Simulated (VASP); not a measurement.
# Ge4F: single point with PBE+D3(BJ)

The system is Ge4F, a slab with vacuum.

```xyz
5
Lattice="4.0304 0.0000 0.0000 0.0000 4.0304 0.0000 0.0000 0.0000 21.6417" Properties=species:S:1:pos:R:3 pbc="T T T"
Ge    0.0000    2.0152    4.0000
Ge    0.0000    0.0000    5.4249
Ge    2.0152    0.0000    6.9179
Ge    2.0152    2.0152    8.3417
F     3.5266    4.0304   11.6417
```

```yaml
Program: VASP 6.6.1
Task: single point
Functional: PBE
Dispersion: D3(BJ)
Potentials_or_basis: VASP PAW PBE potentials, release 64 (Ge_d, F)
Cutoff: 520 eV
k_mesh: 7 × 7 × 1
Occupations: gaussian, width 0.1 eV
Spin: no spin polarisation
```

The largest force is 0.491 eV/Å, the band gap on the k mesh is zero (an odd number of electrons rules out a gap without spin polarisation) and the dispersion energy per atom is -0.176 eV.

Forces in eV/Å, atoms in the order of the input:
```
Ge  -0.003  0.000 -0.067
Ge   0.007  0.000  0.069
Ge   0.017  0.000 -0.010
Ge   0.006  0.000  0.490
F   -0.027  0.000 -0.483
```

Levels at points of the mesh, in eV from the Fermi level:
```csv
k point,band 29,band 30,band 31,band 32,band 33,band 34,band 35,band 36
"(0.00, 0.00, 0.00)",-0.16,-0.04,-0.04,0.82,1.32,1.97,2.11,2.43
```

Run time: 12 min on 1 thread of Intel Xeon 8259CL, on a shared host, peak memory 0.5 GiB.

Caveat: an odd number of electrons without spin polarisation forces a metal; a magnetic or distorted state may lie lower.
